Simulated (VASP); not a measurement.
# Mg (P6_3/mmc) in VASP: notebook, part 2 of 2

VASP 6.6.1.

### Step 3. Single point, LDA

This run uses another cell than the first one, of 17.66 Å³/atom, 1.179 times its volume.

INCAR

```
PREC = Accurate
ENCUT = 520
EDIFF = 1E-6
ISMEAR = 0
SIGMA = 0.1
LREAL = False
LASPH = True
NELM = 100
ALGO = Normal
ISIF = 2
LWAVE = False
LCHARG = False
NBANDS = 9
```

KPOINTS

```
regular mesh
0
Gamma
  18 18 10
```

POSCAR

```
Mg
1.0
    2.9335366567      0.0000000000      0.0000000000
   -1.4667683284      2.5405172676      0.0000000000
    0.0000000000      0.0000000000      4.7384246249
Mg
2
Direct
    0.3333333333      0.6666666667      0.2500000000
    0.6666666667      0.3333333333      0.7500000000
```

Potentials or basis: VASP PAW LDA potentials, release 64 (Mg).

Command:

```console
cat potpaw_LDA.64/Mg/POTCAR > POTCAR
mpirun -np 1 vasp_std > vasp.out
```

OUTCAR:

```text
PREC = Accurate
   ENCUT = 520
   EDIFF = 1E-6
   ISMEAR = 0
   LREAL = False
   LASPH = True
   NELM = 100
   ISIF = 2

 ion  position               nearest neighbor table
   1  0.333  0.667  0.250-   2 2.91   2 2.91   2 2.91   2 2.91   2 2.91   2 2.91
   2  0.667  0.333  0.750-   1 2.91   1 2.91   1 2.91   1 2.91   1 2.91   1 2.91

  LATTYP: Found a hexagonal cell.
 ALAT       =     2.9335366567
 C/A-ratio  =     1.6152600698

  Lattice vectors:

 A1 = (   2.9335366567,   0.0000000000,   0.0000000000)
 A2 = (  -1.4667683284,   2.5405172676,   0.0000000000)
 A3 = (   0.0000000000,   0.0000000000,   4.7384246249)

Analysis of symmetry for initial positions (statically):
=====================================================================
 Subroutine PRICEL returns:
 Original cell was already a primitive cell.

 Routine SETGRP: Setting up the symmetry group for a
 hexagonal supercell.

 Subroutine GETGRP returns: Found 24 space group operations
 (whereof 12 operations were pure point group operations)
 out of a pool of 24 trial point group operations.

The static configuration has the point symmetry D_3d.
 The point group associated with its full space group is D_6h.

Analysis of symmetry for dynamics (positions and initial velocities):
=====================================================================
 Subroutine PRICEL returns:
 Original cell was already a primitive cell.

 Routine SETGRP: Setting up the symmetry group for a
 hexagonal supercell.

 Subroutine GETGRP returns: Found 24 space group operations
 (whereof 12 operations were pure point group operations)
 out of a pool of 24 trial point group operations.

The dynamic configuration has the point symmetry D_3d.
 The point group associated with its full space group is D_6h.

 Subroutine INISYM returns: Found 24 space group operations
 (whereof 12 operations are pure point group operations),
 and found     1 'primitive' translations

[... 115 lines left out ...]
  volume/ion in A,a.u.               =      17.66       119.16
  Fermi-wavevector in a.u.,A,eV,Ry     =   0.792098  1.496848  8.536558  0.627419
  Thomas-Fermi vector in A             =   1.897769
   LORBIT       =      0    0 simple, 1 ext, 2 COOP (PROOUT), +10 PAW based schemes
   GGA     = CA    functional components
   LHFCALC =     F    Hartree Fock is set to
   AEXX    =    0.0000 exact exchange contribution
   IVDW    =     0    specifies the selected vdW correction
   LEPSILON=     F    determine dielectric tensor
   LRPA    =     F    only Hartree local field effects (RPA)
 non-spin polarized calculation
 Gauss-broadening in eV      SIGMA  =   0.10
  energy-cutoff  :      520.00
  volume of cell :       35.31
 maximum number of plane-waves:       978
 NGX is ok and might be reduce to    24
   NGX = 11   NGY = 11   NGZ = 17

 number of electron       4.0000000 magnetization

 Free energy of the ion-electron system (eV)
  ---------------------------------------------------
  ext. energy  EPLUGINS =         0.00000000
  ---------------------------------------------------
  free energy    TOTEN  =        -3.38802459 eV

  energy without entropy =       -3.38496940  energy(sigma->0) =       -3.38649699

 E-fermi :   3.9811     XC(G=0):  -9.5674

 val. band max:        3.9686490457   @ k =   0.4444   0.0000   0.4000
 cond. band min:       3.9853010066   @ k =   0.1111   0.0000   0.1000
 fundamental gap:      0.0166519608
 Fermi energy:         3.9810618318

 k-point     1 :       0.0000    0.0000    0.0000
  band No.  band energies     occupation
      1      -4.1351      2.00000
      2       1.9282      2.00000
      3       2.7761      2.00000
      4      16.4003      0.00000
      5      16.4003      0.00000
      6      17.0227      0.00000
      7      17.0227      0.00000
      8      17.4288      0.00000
      9      19.9071      0.00000
[... 265 lines left out ...]
 k-point    24 :       0.3889    0.1111    0.0000
  band No.  band energies     occupation
      1       0.5417      2.00000
      2       2.9095      2.00000
      3       6.2065      0.00000
      4       7.1575      0.00000
      5       8.5323      0.00000
      6       8.6352      0.00000
      7      11.3527      0.00000
      8      14.3508      0.00000
      9      16.3308      0.00000

 [... further k-points ...]
[... 5 lines left out ...]
  --------------------------------------------------------------------------------------
  -------------------------------------------------------------------------------------
  Total        2.5810444      2.5810444      2.5800896     -0.0000000      0.0000000      0.0000000
  in kB      117.1004090    117.1004090    117.0570881     -0.0000000      0.0000000      0.0000000
  external PRESSURE =     117.0859687 kB  Pullay stress =       0.0000000 kB

 VOLUME and BASIS-vectors are now :
 -----------------------------------------------------------------------------
  energy-cutoff  :      520.00
  volume of cell :       35.31
      direct lattice vectors                 reciprocal lattice vectors
     2.933536657  0.000000000  0.000000000     0.340885463  0.196810314  0.000000000
    -1.466768328  2.540517268  0.000000000     0.000000000  0.393620627  0.000000000
     0.000000000  0.000000000  4.738424625     0.000000000  0.000000000  0.211040605

 POSITION                                       TOTAL-FORCE (eV/Angst)
 -----------------------------------------------------------------------------------
     -0.00000      1.69368      1.18461        -0.000000      0.000000      0.000000
      1.46677      0.84684      3.55382         0.000000     -0.000000      0.000000
 -----------------------------------------------------------------------------------
    total drift:                                0.000000     -0.000000      0.000000

  FREE ENERGIE OF THE ION-ELECTRON SYSTEM (eV)
  ---------------------------------------------------
  free  energy   TOTEN  =        -3.3880245925 eV

  energy  without entropy=       -3.3849693966  energy(sigma->0) =       -3.38649699
```

Run time: 16 s. Hardware: 1 thread of Intel Xeon 6975P-C (Granite Rapids), shared host; peak memory 0.18 GiB.

What came out:

```
Free energy            : -3.3880 eV
Pressure               : 11.7 GPa
Band gap on the k mesh : zero (band 2 reaches 4.99 eV, above the bottom of band 3 at 2.78 eV)
```

### Step 4. Single point, LDA

This run uses another cell than the first one, of 17.66 Å³/atom, 1.179 times its volume.

INCAR

```
ALGO     = Normal         # electronic algorithm
EDIFF    = 1E-6           # SCF threshold, eV
ENCUT    = 520            # plane-wave cutoff, eV
GGA      = CA             # functional
ISIF     = 2              # what is computed and relaxed
ISMEAR   = 0              # smearing method
LASPH    = True           # aspherical terms in the spheres
LCHARG   = False          # write CHGCAR
LREAL    = False          # projectors in reciprocal space
LWAVE    = False          # write WAVECAR
NBANDS   = 9              # bands
NELM     = 60             # most SCF steps
PREC     = Accurate       # precision mode
SIGMA    = 0.1            # smearing width, eV
```

KPOINTS

```
k-points
0
Gamma
  18 18 10
```

POSCAR is that of step 3.

Command:

```console
cat potpaw_LDA.64/Mg/POTCAR > POTCAR
mpirun -np 1 vasp_std > vasp.out
```

It took 15 s on 1 thread of Intel Xeon 6975P-C (Granite Rapids), shared host; peak memory 0.19 GiB.

It converged, with:

- Free energy: -3.3880 eV
- Pressure: 11.7 GPa
- Band gap on the k mesh: zero (band 2 reaches 4.99 eV, above the bottom of band 3 at 2.78 eV)

Levels at points of the mesh, in eV from the Fermi level:
| k point | band 1 | band 2 | band 3 | band 4 | band 5 | band 6 | band 7 |
| --- | --- | --- | --- | --- | --- | --- | --- |
| (0.00, 0.00, 0.00) | -8.12 | -2.05 | -1.20 | 12.42 | 12.42 | 13.04 | 13.04 |
| (0.50, 0.00, 0.00) | -2.61 | -2.39 | 3.10 | 3.16 | 4.11 | 4.33 | 8.26 |
| (0.00, 0.00, 0.50) | -6.45 | -6.45 | 5.93 | 5.93 | 13.19 | 13.19 | 13.19 |
| (0.50, 0.00, 0.50) | -1.37 | -1.37 | -0.40 | -0.40 | 8.94 | 8.94 | 9.54 |
